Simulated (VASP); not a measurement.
## Si5Sn: single point with PBE

Crystal: Si5Sn.

```
Si Sn
1.0
     5.53276    0.00000    0.00000
    -2.76638    4.79151    0.00000
     0.00000    0.00000    7.53760
Si Sn
5 1
Cartesian
  2.7664 0.0000 3.7688
  -1.3832 2.3958 3.7688
  1.3832 2.3958 3.7688
  0.0000 0.0000 6.4456
  0.0000 0.0000 1.0920
  0.0000 0.0000 3.7688
```

The cell was generated, and may not be a known phase.

```
Program             : VASP 6.6.1
Task                : single point
Functional          : PBE
Potentials or basis : VASP PAW PBE potentials, release 64 (Si, Sn_d)
Cutoff              : 520 eV
k mesh              : 12 × 12 × 6
Occupations         : gaussian, width 0.1 eV
Spin                : no spin polarisation
```

```json
{"Pressure": "0.0 GPa", "Band gap on the k mesh": "zero (bands 17 and 18 overlap by 0.91 eV)"}
```

Levels at points of the mesh, in eV from the Fermi level:
```csv
k point,band 14,band 15,band 16,band 17,band 18,band 19,band 20,band 21
"(0.00, 0.00, 0.00)",-4.38,-1.35,-0.04,-0.04,0.41,1.57,1.57,1.69
"(0.50, 0.00, 0.00)",-0.93,-0.80,-0.12,-0.01,0.21,0.34,0.42,0.86
"(0.00, 0.00, 0.50)",-3.97,-2.81,-0.55,-0.41,-0.41,1.64,1.64,2.63
"(0.50, 0.00, 0.50)",-0.78,-0.64,-0.13,0.02,0.19,0.21,0.37,1.86
```

Run time: 6.2 min on 1 thread of AMD EPYC 7R43 64-Core Processor (Zen 3) (shared host), peak memory 0.48 GiB.

Caveat: spin-orbit coupling is left out, which moves the levels of the heavy elements.
